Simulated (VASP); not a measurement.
ZnS: single point with BLYP

ZnS:

```
Zn S
1.0
     0.00000    2.70200    2.70200
     2.70200    0.00000    2.70200
     2.70200    2.70200    0.00000
Zn S
1 1
Cartesian
  1.3510 1.3510 1.3510
  0.0000 0.0000 0.0000
```

```json
{"Program": "VASP 6.6.1", "Task": "single point", "Functional": "BLYP", "Potentials or basis": "VASP PAW PBE potentials, release 64 (Zn, S)", "Cutoff": "520 eV", "k mesh": "6 × 6 × 6", "Occupations": "gaussian, width 0.01 eV", "Spin": "no spin polarisation"}
```

- Pressure: 5.5 GPa
- Band gap on the k mesh: 2.12 eV, direct

Levels at points of the mesh, in eV from the valence-band top:
| k point | band 7 | band 8 | band 9 | band 10 | band 11 | band 12 |
| --- | --- | --- | --- | --- | --- | --- |
| (0.00, 0.00, 0.00) | 0.00 | 0.00 | 0.00 | 2.12 | 6.45 | 6.45 |
| (0.50, 0.00, 0.00) | -5.24 | -0.86 | -0.86 | 3.32 | 7.00 | 7.00 |
| (0.50, 0.50, 0.00) | -4.57 | -2.19 | -2.19 | 3.56 | 4.12 | 11.02 |

Wall time 16 s on 1 thread of Intel(R) Xeon(R) Platinum 8259CL CPU @ 2.50GHz (Skylake/Cascade Lake), on a shared host, peak memory 0.15 GiB.

Caveat: the PAW data sets were made with another functional, which shifts forces and pressure a little.
